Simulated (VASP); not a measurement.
Set up this calculation in VASP 6.6.1, as the native input.

| Item | Value |
| --- | --- |
| Task | single point |
| Functional | PBE |
| Dispersion | D3(BJ) |
| Potentials or basis | VASP PAW PBE potentials, release 64 (Al, Ti_sv, H) |
| Cutoff | 520 eV |
| k mesh | 6 × 6 × 1 |
| Occupations | gaussian, width 0.1 eV |
| Spin | no spin polarisation |
| Dipole correction | yes |
| Further INCAR settings | ALGO = Normal; EDIFF = 1e-06; NBANDS = 32 |

The structure of Ti2Al6H lies in POSCAR:

```
Ti2Al6H
1.0
    5.0241861184      0.0000000000      0.0000000000
    2.1588814492      4.5367033229      0.0000000000
    0.0000000000      0.0000000000     21.1187114590
Al Ti H
6 2 1
Direct
    0.5000000000      0.0000000000      0.1894054951
    0.0000000000      0.5000000000      0.1894054951
    0.0000000000      0.0000000000      0.2529248171
    0.0000000000      0.5000000000      0.3208670637
    0.5000000000      0.0000000000      0.3208670637
    0.5000000000      0.5000000000      0.3844321409
    0.5000000000      0.5000000000      0.2529248171
    0.0000000000      0.0000000000      0.3814982025
    1.0000000000      1.0000000000      0.5264862622
```

These files were run (other wordings do the same):

INCAR

```
PREC = Accurate ; ENCUT = 520
EDIFF = 1E-6 ; ISMEAR = 0
SIGMA = 0.1 ; LREAL = False
LASPH = True ; NELM = 100
ALGO = Normal ; ISIF = 2
LWAVE = False ; LCHARG = False
LDIPOL = True ; IDIPOL = 3
DIPOL = 0.5 0.5 0.313 ; GGA = PE
IVDW = 12 ; NBANDS = 32
```

KPOINTS

```
Automatic mesh
0
Gamma
  6 6 1
```

Potentials or basis: VASP PAW PBE potentials, release 64 (Al, Ti_sv, H).

The run is started by

```bash
$ cat potpaw_PBE.64/Al/POTCAR potpaw_PBE.64/Ti_sv/POTCAR potpaw_PBE.64/H/POTCAR > POTCAR
$ mpirun -np 1 vasp_std > vasp.out
```

Results of the run:

```yaml
Largest_force: 1.272 eV/Å
Dispersion_energy_per_atom: -0.225 eV
```

Wall time 9.7 min on 1 thread of Intel(R) Xeon(R) Platinum 8259CL CPU @ 2.50GHz (Skylake/Cascade Lake) (shared host), peak memory 0.63 GiB.
